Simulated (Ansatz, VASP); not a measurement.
**Two plane-wave programs on Re2Sb**

```
CELL_PARAMETERS angstrom
2.94598 0.00000 0.00000
0.00000 7.75076 0.00000
0.00000 0.00000 4.43615
ATOMIC_POSITIONS crystal
Re 0.28384 0.83493 0.50000
Re 0.78384 0.66507 0.00000
Re 0.71616 0.16507 0.50000
Re 0.21616 0.33493 0.00000
Sb 0.50000 0.50000 0.50000
Sb 0.00000 0.00000 0.00000
```

Alike in both runs: functional PBE; k mesh 12 × 6 × 8; occupations gaussian, width 0.1 eV; no spin polarisation.

Ansatz relaxed the structure, and its values are those at the end. VASP's run is a single point on that final structure, the one shown.

|  | VASP | Ansatz |
| --- | --- | --- |
| version | VASP 6.6.1 | Ansatz 0.2.0 |
| potentials or method | VASP PAW PBE potentials, release 64 (Re, Sb), cutoff 520 eV | scalar-relativistic, plane waves, PAW |
| valence electrons in the cell | 38 | 90 |

Ansatz gave:

```
gap on the k mesh at the Fermi level (eV) : none
pressure (GPa)                            : 0.0
```

Which values does VASP return?

gap on the k mesh at the Fermi level (eV): none; pressure (GPa): -0.1.

A gap of «none» marks a metal or a gap that the smearing closes. With one functional, cell and mesh, what is left measures potentials, basis and numerics. VASP's potentials hold 38 valence electrons a cell and Ansatz's 90, so a difference there can come from the potentials and not from the codes.

Spin-orbit coupling is off throughout.
